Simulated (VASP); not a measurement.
# SrCl2 (Imm2) in VASP: a series of runs

Runs on SrCl2. Level: r2SCAN. Tasks: single point.

Program: VASP 6.6.1. These are calculated values, not measurements. Logs are shortened: lines on timing, memory, paths and dates and some standing lists are left out, and cuts for length are marked.

### 1 The cell of the first run

Symmetry: Imm2, No. 44, orthorhombic system. Conventional cell: a = 4.929 Å, b = 6.971 Å, c = 4.929 Å, α = 90.00°, β = 90.00°, γ = 90.00°. Sr (site symmetry mm2) has 8 Cl at 2.94 to 3.10 Å within 3.9 Å. Cl (site symmetry m) has 4 Sr at 2.94 to 3.10 Å and 6 Cl at 3.49 Å within 3.9 Å.

### 2 Single point, r2SCAN (all Cl atoms moved -0.100 Å, as atom 2 along Cartesian [1 -1 0])

Contents of POSCAR:

```
SrCl2
1.0
    0.0000000000      3.4855000000      3.4855000000
    3.4855000000      0.0000000000      3.4855000000
    3.4855000000      3.4855000000      0.0000000000
Sr Cl
1 2
Direct
    0.0000000000      0.0000000000      0.0000000000
    0.2702870974      0.2297129026      0.2500000000
    0.7702870974      0.7297129026      0.7500000000
```

Contents of INCAR.step1:

```
SYSTEM = SrCl2
PREC     = Accurate       ! precision mode
ENCUT    = 520            ! plane-wave cutoff, eV
ISMEAR   = 0              ! smearing method
SIGMA    = 0.05           ! smearing width, eV
LREAL    = .FALSE.        ! projectors in reciprocal space
LASPH    = .TRUE.         ! aspherical terms in the spheres
NELM     = 100            ! most SCF steps
NBANDS   = 19             ! bands
GGA      = PE             ! functional
ALGO     = Normal         ! electronic algorithm
EDIFF    = 1E-4           ! SCF threshold, eV
LWAVE    = .TRUE.         ! write WAVECAR
LCHARG   = .FALSE.        ! write CHGCAR
```

Contents of INCAR.step2:

```
SYSTEM = SrCl2
PREC     = Accurate       ! precision mode
ENCUT    = 520            ! plane-wave cutoff, eV
EDIFF    = 1E-6           ! SCF threshold, eV
ISMEAR   = 0              ! smearing method
SIGMA    = 0.05           ! smearing width, eV
LREAL    = .FALSE.        ! projectors in reciprocal space
LASPH    = .TRUE.         ! aspherical terms in the spheres
NELM     = 100            ! most SCF steps
ALGO     = Normal         ! electronic algorithm
ISIF     = 2              ! what is computed and relaxed
LWAVE    = .FALSE.        ! write WAVECAR
LCHARG   = .TRUE.         ! write CHGCAR
METAGGA  = R2SCAN         ! meta-GGA
LMIXTAU  = .TRUE.       
LELF     = .TRUE.         ! ELF
LVHAR    = .TRUE.       
NBANDS   = 19             ! bands
ISTART   = 1
```

Contents of KPOINTS:

```
Automatic mesh
0
G
  6 6 6
  0 0 0
```

Potentials or basis: VASP PAW PBE potentials, release 64 (Sr_sv, Cl).

Run with:

```console
> cat potpaw_PBE.64/Sr_sv/POTCAR potpaw_PBE.64/Cl/POTCAR > POTCAR
> cp INCAR.step1 INCAR
> mpirun -np 1 vasp_std > vasp.out
> cp INCAR.step2 INCAR
> mpirun -np 1 vasp_std > vasp.out
```

OUTCAR:

```text
SYSTEM = SrCl2
   PREC = Accurate
   ENCUT = 520
   EDIFF = 1E-6
   ISMEAR = 0
   LREAL = .FALSE.
   LASPH = .TRUE.
   NELM = 100
   ISIF = 2
   METAGGA = R2SCAN
   ISTART = 1

 ion  position               nearest neighbor table
   1  0.000  0.000  0.000-   3 2.94   2 2.94   2 3.02   3 3.02   2 3.02   3 3.02   2 3.10   3 3.10

   2  0.270  0.230  0.250-   1 2.94   1 3.02   1 3.02   1 3.10
   3  0.770  0.730  0.750-   1 2.94   1 3.02   1 3.02   1 3.10

  LATTYP: Found a face centered cubic cell.
 ALAT       =     6.9710000000

  Lattice vectors:

 A1 = (   0.0000000000,   3.4855000000,   3.4855000000)
 A2 = (   3.4855000000,   0.0000000000,   3.4855000000)
 A3 = (   3.4855000000,   3.4855000000,   0.0000000000)

Analysis of symmetry for initial positions (statically):
=====================================================================
 Subroutine PRICEL returns:
 Original cell was already a primitive cell.

 Routine SETGRP: Setting up the symmetry group for a
 face centered cubic supercell.

 Subroutine GETGRP returns: Found  4 space group operations
 (whereof  4 operations were pure point group operations)
 out of a pool of 48 trial point group operations.

The static configuration has the point symmetry C_2v.

Analysis of symmetry for dynamics (positions and initial velocities):
=====================================================================
 Subroutine PRICEL returns:
 Original cell was already a primitive cell.

 Routine SETGRP: Setting up the symmetry group for a
 face centered cubic supercell.

 Subroutine GETGRP returns: Found  4 space group operations
 (whereof  4 operations were pure point group operations)
 out of a pool of 48 trial point group operations.

The dynamic configuration has the point symmetry C_2v.

 Subroutine INISYM returns: Found  4 space group operations
 (whereof  4 operations are pure point group operations),
 and found     1 'primitive' translations

----------------------------------------------------------------------------------------

                                     Primitive cell

  volume of cell :      84.6887

  direct lattice vectors                    reciprocal lattice vectors
     0.000000000  3.485500000  3.485500000    -0.143451442  0.143451442  0.143451442
     3.485500000  0.000000000  3.485500000     0.143451442 -0.143451442  0.143451442
     3.485500000  3.485500000  0.000000000     0.143451442  0.143451442 -0.143451442

  length of vectors
     4.929241372  4.929241372  4.929241372     0.248465185  0.248465185  0.248465185

  position of ions in fractional coordinates (direct lattice)
     0.000000000  0.000000000  0.000000000
     0.270287097  0.229712903  0.250000000
     0.770287097  0.729712903  0.750000000

  ion indices of the primitive-cell ions
   primitive index   ion index
                 1           1
                 2           2
                 3           3

----------------------------------------------------------------------------------------

 KPOINTS: Automatic mesh

Automatic generation of k-mesh.
 Grid dimensions read from file:
 generate k-points for:    6    6    6

 Generating k-lattice:

  Cartesian coordinates                     Fractional coordinates (reciprocal lattice)
    -0.023908574  0.023908574  0.023908574     0.166666667  0.000000000  0.000000000
     0.023908574 -0.023908574  0.023908574     0.000000000  0.166666667  0.000000000
     0.023908574  0.023908574 -0.023908574     0.000000000  0.000000000  0.166666667

  Length of vectors
     0.041410864  0.041410864  0.041410864

  Shift w.r.t. Gamma in fractional coordinates (k-lattice)
     0.000000000  0.000000000  0.000000000

 Subroutine IBZKPT returns following result:
 ===========================================

 Found     46 irreducible k-points:

 Following reciprocal coordinates:
            Coordinates               Weight
  0.000000  0.000000  0.000000      1.000000
  0.166667  0.000000  0.000000      4.000000
  0.000000  0.000000  0.166667      4.000000
  0.333333  0.000000  0.000000      4.000000
  0.000000  0.000000  0.333333      4.000000
  0.500000  0.000000  0.000000      2.000000
[... 16 lines left out ...]
  0.000000 -0.166667  0.166667      8.000000
  0.166667  0.166667  0.333333      2.000000
 [... further k-points ...]
   k-points           NKPTS =     46   k-points in BZ     NKDIM =     46   number of bands    NBANDS=     19
   number of dos      NEDOS =    301   number of ions     NIONS =      3
   total plane-waves  NPLWV =  64000
   dimension x,y,z NGX =    40 NGY =   40 NGZ =   40
   dimension x,y,z NGXF=    80 NGYF=   80 NGZF=   80
   ions per type =               1   2
   NGX,Y,Z   is equivalent  to a cutoff of  13.49, 13.49, 13.49 a.u.
   NGXF,Y,Z  is equivalent  to a cutoff of  26.98, 26.98, 26.98 a.u.
 SYSTEM =  SrCl2
   PREC   = accura    normal or accurate (medium, high low for compatibility)
   ISTART =      1    job   : 0-new  1-cont  2-samecut
   ICHARG =      0    charge: 1-file 2-atom 10-const
   ISPIN  =      1    spin polarized calculation?
   LNONCOLLINEAR =      F non collinear calculations
   LSORBIT =      F    spin-orbit coupling
   LASPH  =      T    aspherical Exc in radial PAW
   ENCUT  =  520.0 eV  38.22 Ry    6.18 a.u.   9.17  9.17  9.17*2*pi/ulx,y,z
   NELM   =    100;   NELMIN=  2; NELMDL=  0     # of ELM steps
   EDIFF  = 0.1E-05   stopping-criterion for ELM
   LREAL  =      F    real-space projection
   EDIFFG = 0.1E-04   stopping-criterion for IOM
   NSW    =      0    number of steps for IOM
   IBRION =     -1    ionic relax: 0-MD 1-quasi-New 2-CG
   NFREE  =      0    steps in history (QN), initial steepest desc. (CG)
   ISIF   =      2    stress and relaxation
   ISYM   =      2    0-nonsym 1-usesym 2-fastsym
   POTIM  = 0.5000    time-step for ionic-motion
   TEBEG  =    0.0;   TEEND  =   0.0 temperature during run
   PSTRESS=    0.0 pullay stress
   NELECT =      24.0000    total number of electrons
   NUPDOWN=      -1.0000    fix difference up-down
   EMIN   =  10.00;   EMAX   =-10.00  energy-range for DOS
   EFERMI =   0.00;   METHOD = LEGACY
   ISMEAR =     0;   SIGMA  =   0.05  broadening in eV -4-tet -1-fermi 0-gaus
   EFERMI_NEDOS =   21; number of points for ismear=-14 and -15
   IALGO  =     38    algorithm
   IMIX   =      4    mixing-type and parameters
     AMIX     =   0.40;   BMIX     =  1.00
     AMIX_MAG =   1.60;   BMIX_MAG =  1.00
  volume/ion in A,a.u.               =      28.23       190.50
  Fermi-wavevector in a.u.,A,eV,Ry     =   1.075318  2.032056 15.732530  1.156308
  Thomas-Fermi vector in A             =   2.211171
   LORBIT       =      0    0 simple, 1 ext, 2 COOP (PROOUT), +10 PAW based schemes
   METAGGA = R2SCAN    functional components
   LHFCALC =     F    Hartree Fock is set to
   AEXX    =    0.0000 exact exchange contribution
   IVDW    =     0    specifies the selected vdW correction
   LEPSILON=     F    determine dielectric tensor
   LRPA    =     F    only Hartree local field effects (RPA)
 non-spin polarized calculation
 Gauss-broadening in eV      SIGMA  =   0.05
  energy-cutoff  :      520.00
  volume of cell :       84.69
 maximum number of plane-waves:      2301
 NGX is ok and might be reduce to    40
   NGX = 19   NGY = 19   NGZ = 19

 number of electron      24.0000000 magnetization

 Free energy of the ion-electron system (eV)
  ---------------------------------------------------
  ext. energy  EPLUGINS =         0.00000000
  ---------------------------------------------------
  free energy    TOTEN  =       -35.68008498 eV

  energy without entropy =      -35.68008498  energy(sigma->0) =      -35.68008498

 E-fermi :   0.0764     XC(G=0):  -8.7774

 val. band max:       -0.1960964464   @ k =   0.5000   0.5000   0.0000
 cond. band min:       5.7683713664   @ k =   0.0000   0.0000   0.0000
 fundamental gap:      5.9644678128
 Fermi energy:         0.0763767353

 k-point     1 :       0.0000    0.0000    0.0000
  band No.  band energies     occupation
      1     -34.1396      2.00000
      2     -15.5203      2.00000
      3     -15.5132      2.00000
      4     -15.5120      2.00000
      5     -14.0966      2.00000
      6     -13.2258      2.00000
[... 11 lines left out ...]
     18       9.4230      0.00000
     19       9.8891      0.00000

 k-point     2 :       0.1667    0.0000    0.0000
  band No.  band energies     occupation
      1     -34.1388      2.00000
      2     -15.6211      2.00000
      3     -15.5180      2.00000
      4     -15.5155      2.00000
      5     -13.9320      2.00000
      6     -13.2823      2.00000
[... 11 lines left out ...]
     18       9.2273      0.00000
     19      10.3137      0.00000

 k-point     3 :       0.0000    0.0000    0.1667
  band No.  band energies     occupation
      1     -34.1388      2.00000
      2     -15.6178      2.00000
      3     -15.5207      2.00000
      4     -15.5162      2.00000
      5     -13.9319      2.00000
      6     -13.2823      2.00000
[... 11 lines left out ...]
     18       9.2115      0.00000
     19      10.2277      0.00000

 k-point     4 :       0.3333    0.0000    0.0000
  band No.  band energies     occupation
      1     -34.1370      2.00000
      2     -15.7755      2.00000
      3     -15.5259      2.00000
      4     -15.5225      2.00000
      5     -13.7133      2.00000
      6     -13.3243      2.00000
[... 11 lines left out ...]
     18       9.1123      0.00000
     19       9.6186      0.00000

 k-point     5 :       0.0000    0.0000    0.3333
  band No.  band energies     occupation
      1     -34.1371      2.00000
      2     -15.7709      2.00000
      3     -15.5306      2.00000
      4     -15.5232      2.00000
      5     -13.7096      2.00000
      6     -13.3273      2.00000
[... 11 lines left out ...]
     18       9.1173      0.00000
     19       9.5638      0.00000
[... 334 lines left out ...]
      2     -15.7807      2.00000
      3     -15.6033      2.00000
      4     -15.5301      2.00000
      5     -13.5875      2.00000
      6     -13.3481      2.00000
[... 11 lines left out ...]
     18       9.2137      0.00000
     19       9.7229      0.00000

 k-point    22 :      -0.1667    0.1667    0.0000
  band No.  band energies     occupation
      1     -34.1376      2.00000
      2     -15.7066      2.00000
      3     -15.5541      2.00000
      4     -15.5184      2.00000
      5     -13.7371      2.00000
      6     -13.3485      2.00000
[... 11 lines left out ...]
     18       9.4426      0.00000
     19      10.4087      0.00000

 k-point    23 :       0.0000   -0.1667    0.1667
  band No.  band energies     occupation
      1     -34.1376      2.00000
      2     -15.7055      2.00000
      3     -15.5547      2.00000
      4     -15.5198      2.00000
      5     -13.7375      2.00000
      6     -13.3468      2.00000
[... 11 lines left out ...]
     18       9.4373      0.00000
     19      10.3324      0.00000

 k-point    24 :       0.1667    0.1667    0.3333
  band No.  band energies     occupation
      1     -34.1376      2.00000
      2     -15.7023      2.00000
      3     -15.5544      2.00000
      4     -15.5224      2.00000
      5     -13.7377      2.00000
      6     -13.3478      2.00000
[... 11 lines left out ...]
     18       9.4772      0.00000
     19      10.2050      0.00000

 [... further k-points ...]
[... 5 lines left out ...]
  --------------------------------------------------------------------------------------
  -------------------------------------------------------------------------------------
  Total        0.2864283      0.2864283      0.3071797     -0.0686225      0.0000000      0.0000000
  in kB        5.4187764      5.4187764      5.8113605     -1.2982299      0.0000000      0.0000000
  external PRESSURE =       5.5496378 kB  Pullay stress =       0.0000000 kB

 VOLUME and BASIS-vectors are now :
 -----------------------------------------------------------------------------
  energy-cutoff  :      520.00
  volume of cell :       84.69
      direct lattice vectors                 reciprocal lattice vectors
     0.000000000  3.485500000  3.485500000    -0.143451442  0.143451442  0.143451442
     3.485500000  0.000000000  3.485500000     0.143451442 -0.143451442  0.143451442
     3.485500000  3.485500000  0.000000000     0.143451442  0.143451442 -0.143451442

 POSITION                                       TOTAL-FORCE (eV/Angst)
 -----------------------------------------------------------------------------------
      0.00000      0.00000      0.00000        -0.217336      0.217336      0.000000
      1.67204      1.81346      1.74275         0.108668     -0.108668     -0.028482
      5.15754      5.29896      5.22825         0.108668     -0.108668      0.028482
 -----------------------------------------------------------------------------------
    total drift:                               -0.000030      0.000030     -0.000000

  FREE ENERGIE OF THE ION-ELECTRON SYSTEM (eV)
  ---------------------------------------------------
  free  energy   TOTEN  =       -35.6800849757 eV

  energy  without entropy=      -35.6800849757  energy(sigma->0) =      -35.68008498
```

It took 5.9 min on 1 thread of Intel Xeon Platinum 8175M at 2.50GHz (Skylake/Cascade Lake), shared host; peak memory 0.29 GiB.

Results:

```
Free energy            : -35.6801 eV
Pressure               : 0.6 GPa
Largest force          : 0.307 eV/Å
Band gap on the k mesh : 5.96 eV, indirect (least direct gap 5.98 eV)
```

Forces in eV/Å, atoms in the order of the input:
```
Sr  -0.217  0.217  0.000
Cl   0.109 -0.109 -0.028
Cl   0.109 -0.109  0.028
```

Stress tensor (GPa, compression positive):
```
 0.54 -0.13  0.00
-0.13  0.54  0.00
 0.00  0.00  0.58
```

Caveat: the cell differs from its parent crystal (all Cl atoms moved -0.100 Å, as atom 2 along Cartesian [1 -1 0]); the PAW data sets were made with another functional, which shifts forces and pressure a little. A k mesh can miss the band edges.

### 3 Single point, r2SCAN (all Cl atoms moved +0.025 Å, as atom 2 along Cartesian [1 -1 0])

Contents of POSCAR:

```
SrCl2
1.0
    0.0000000000      3.4855000000      3.4855000000
    3.4855000000      0.0000000000      3.4855000000
    3.4855000000      3.4855000000      0.0000000000
Sr Cl
1 2
Direct
    0.0000000000      0.0000000000      0.0000000000
    0.2449282256      0.2550717744      0.2500000000
    0.7449282256      0.7550717744      0.7500000000
```

Contents of INCAR.step1:

```
SYSTEM = SrCl2
PREC = Accurate
ENCUT = 520
ISMEAR = 0
SIGMA = 0.05
LREAL = .FALSE.
LASPH = .TRUE.
NELM = 100
NBANDS = 19
GGA = PE
ALGO = Normal
EDIFF = 1E-4
LWAVE = .TRUE.
LCHARG = .FALSE.
```

Contents of INCAR.step2:

```
SYSTEM = SrCl2
PREC = Accurate
ENCUT = 520
EDIFF = 1E-6
ISMEAR = 0
SIGMA = 0.05
LREAL = .FALSE.
LASPH = .TRUE.
NELM = 100
ALGO = Normal
ISIF = 2
LWAVE = .FALSE.
LCHARG = .FALSE.
METAGGA = R2SCAN
LMIXTAU = .TRUE.
NBANDS = 19
ISTART = 1
```

KPOINTS is that of step 2.

Potentials or basis: VASP PAW PBE potentials, release 64 (Sr_sv, Cl).

Run with:

```console
> cat potpaw_PBE.64/Sr_sv/POTCAR potpaw_PBE.64/Cl/POTCAR > POTCAR
> cp INCAR.step1 INCAR
> mpirun -np 1 vasp_std > vasp.out
> cp INCAR.step2 INCAR
> mpirun -np 1 vasp_std > vasp.out
```

OUTCAR:

```text
SYSTEM = SrCl2
   PREC = Accurate
   ENCUT = 520
   EDIFF = 1E-6
   ISMEAR = 0
   LREAL = .FALSE.
   LASPH = .TRUE.
   NELM = 100
   ISIF = 2
   METAGGA = R2SCAN
   ISTART = 1

 ion  position               nearest neighbor table
   1  0.000  0.000  0.000-   3 3.00   2 3.00   2 3.02   3 3.02   2 3.02   3 3.02   3 3.04   2 3.04

   2  0.245  0.255  0.250-   1 3.00   1 3.02   1 3.02   1 3.04
   3  0.745  0.755  0.750-   1 3.00   1 3.02   1 3.02   1 3.04

  LATTYP: Found a face centered cubic cell.
[... 723 lines left out ...]

  FORCE on cell =-STRESS in cart. coord.  units (eV):
  Direction    XX          YY          ZZ          XY          YZ          ZX
  --------------------------------------------------------------------------------------
  -------------------------------------------------------------------------------------
  Total        0.2298449      0.2298449      0.2309284     -0.0043600      0.0000000      0.0000000
  in kB        4.3483074      4.3483074      4.3688056     -0.0824845      0.0000000      0.0000000
  external PRESSURE =       4.3551402 kB  Pullay stress =       0.0000000 kB

 VOLUME and BASIS-vectors are now :
 -----------------------------------------------------------------------------
  energy-cutoff  :      520.00
  volume of cell :       84.69
      direct lattice vectors                 reciprocal lattice vectors
     0.000000000  3.485500000  3.485500000    -0.143451442  0.143451442  0.143451442
     3.485500000  0.000000000  3.485500000     0.143451442 -0.143451442  0.143451442
     3.485500000  3.485500000  0.000000000     0.143451442  0.143451442 -0.143451442

 POSITION                                       TOTAL-FORCE (eV/Angst)
 -----------------------------------------------------------------------------------
      0.00000      0.00000      0.00000         0.053425     -0.053425      0.000000
      1.76043      1.72507      1.74275        -0.026712      0.026712     -0.001977
      5.24593      5.21057      5.22825        -0.026712      0.026712      0.001977
 -----------------------------------------------------------------------------------
    total drift:                               -0.000133      0.000133      0.000000

  FREE ENERGIE OF THE ION-ELECTRON SYSTEM (eV)
  ---------------------------------------------------
  free  energy   TOTEN  =       -35.6943760836 eV

  energy  without entropy=      -35.6943760836  energy(sigma->0) =      -35.69437608
```

Wall time 5.5 min (1 thread of Intel Xeon Platinum 8175M at 2.50GHz (Skylake/Cascade Lake), shared host); peak memory 0.29 GiB.

What came out:

| Item | Value |
| --- | --- |
| Free energy | -35.6944 eV |
| Pressure | 0.4 GPa |
| Largest force | 0.076 eV/Å |
| Band gap on the k mesh | 5.98 eV, indirect (least direct gap 5.99 eV) |

Forces in eV/Å, atoms in the order of the input:
```
Sr   0.053 -0.053  0.000
Cl  -0.027  0.027 -0.002
Cl  -0.027  0.027  0.002
```

Caveat: the cell differs from its parent crystal (all Cl atoms moved +0.025 Å, as atom 2 along Cartesian [1 -1 0]); the PAW data sets were made with another functional, which shifts forces and pressure a little. A k mesh can miss the band edges.
